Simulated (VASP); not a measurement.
SiHC:

```
Si H C
1.0
     3.51566    0.00000    0.00000
    -1.75783    3.04465    0.00000
     0.00000    0.00000    3.91047
Si H C
1 1 1
Direct
  0.33333 0.66667 0.50000
  0.66667 0.33333 0.50000
  0.00000 0.00000 0.00000
```

| Item | Value |
| --- | --- |
| Program | VASP 6.6.1 |
| Task | relaxation of cell and atoms |
| Functional | PBE |
| Potentials or basis | VASP PAW PBE potentials, release 64 (Si, H, C) |
| Cutoff | 600 eV |
| k mesh | 6 × 6 × 4 |
| Occupations | gaussian, width 0.1 eV |
| Spin | no spin polarisation |

At the start: pressure -22.8 GPa; volume 13.95 Å³/atom.

Question: Where does the relaxation end?

Answer: Over 19 steps the energy falls by 997.3 meV/atom and the volume is 6.90 Å³/atom (-50.5 %); space group P-6m2 (No. 187, to 0.05 Å).

Step by step:
| step | energy change (eV) | largest force (eV/Å) | pressure (GPa) | volume (Å³) |
| --- | --- | --- | --- | --- |
| 1 | 0.0000 | 0.0000 | -22.78 | 41.86 |
| 2 | -1.5829 | 0.0000 | -22.25 | 30.95 |
| 3 | 3.2529 | 0.0000 | 297.43 | 11.97 |
| 4 | -2.0844 | 0.0000 | -18.87 | 27.07 |
| 5 | -2.1482 | 0.0000 | 30.65 | 18.89 |
| 6 | -2.4138 | 0.0000 | -5.49 | 23.04 |
| 7 | -2.4284 | 0.0000 | 0.14 | 22.08 |
| 8 | -2.7390 | 0.0000 | 9.43 | 20.15 |
| 9 | -2.8116 | 0.0000 | 15.49 | 19.49 |
| 10 | -2.7448 | 0.0000 | 32.85 | 18.13 |
| 11 | -2.8175 | 0.0000 | 19.29 | 19.12 |
| 12 | -2.9822 | 0.0000 | -4.38 | 21.27 |
| 13 | -2.9829 | 0.0000 | -2.25 | 20.99 |
| 14 | -2.9832 | 0.0000 | -2.75 | 21.05 |
| 15 | -2.9832 | 0.0000 | -3.60 | 21.16 |
| 16 | -2.9833 | 0.0000 | -3.06 | 21.09 |
| 17 | -2.9914 | 0.0000 | -0.65 | 20.82 |
| 18 | -2.9917 | 0.0000 | -1.00 | 20.86 |
| 19 | -2.9920 | 0.0000 | 0.19 | 20.71 |

Final structure:
```cif
data_structure
_symmetry_space_group_name_H-M 'P 1'
_symmetry_Int_Tables_number 1
_cell_length_a 3.0730
_cell_length_b 3.0730
_cell_length_c 2.5327
_cell_angle_alpha 90.000
_cell_angle_beta 90.000
_cell_angle_gamma 120.000
_cell_volume 20.71
loop_
_atom_site_label
_atom_site_type_symbol
_atom_site_fract_x
_atom_site_fract_y
_atom_site_fract_z
_atom_site_occupancy
Si1 Si 0.33333 0.66667 0.50000 1
H1 H 0.66667 0.33333 0.50000 1
C1 C 0.00000 0.00000 0.00000 1
```

Caveat: the k points lie up to 0.62 Å⁻¹ apart in the final cell; the volume moved by over 15 % at a fixed basis, so the end points are rough.
